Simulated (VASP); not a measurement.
A run of VASP 6.6.1 is set up as follows.

Contents of POSCAR:

```
C
1.0
    2.4561701622      0.0000000000      0.0000000000
   -1.2280850811      2.1271057565      0.0000000000
    0.0000000000      0.0000000000      8.5238033600
C
2
Direct
    0.6666666667      0.3333333333      0.0000000000
    0.3333333333      0.6666666667      0.0000000000
```

File INCAR.step1:

```
SYSTEM = C
PREC = Accurate
ENCUT = 520
EDIFF = 1E-5
ISMEAR = -1
SIGMA = 0.05
LREAL = .False.
LASPH = .True.
NELM = 120
ALGO = Normal
ISIF = 2
LWAVE = .True.
LCHARG = .False.
NBANDS = 11
GGA = PE
GGA_COMPAT = .False.
```

INCAR.step2

```
SYSTEM = C
PREC = Accurate
ENCUT = 520
EDIFF = 1E-6
ISMEAR = -1
SIGMA = 0.05
LREAL = .False.
LASPH = .True.
NELM = 120
ALGO = Normal
ISIF = 2
LWAVE = .False.
LCHARG = .False.
GGA = PE
LHFCALC = .True.
AEXX = 0.25
HFSCREEN = 0.6
PRECFOCK = Normal
NBANDS = 11
ISTART = 1
GGA_COMPAT = .False.
```

KPOINTS

```
regular mesh
0
Gamma
  6 6 2
  0 0 0
```

Potentials or basis: VASP PAW PBE potentials, release 64 (C).

Launch:

```bash
$ cat potpaw_PBE.64/C/POTCAR > POTCAR
$ cp INCAR.step1 INCAR
$ mpirun -np 1 vasp_std > vasp.out
$ cp INCAR.step2 INCAR
$ mpirun -np 1 vasp_std > vasp.out
```

(1) Estimate the band gap on the k mesh.

## Answers

(1) zero (filled and empty bands touch).

Caveat: the k points lie up to 0.49 Å⁻¹ apart.
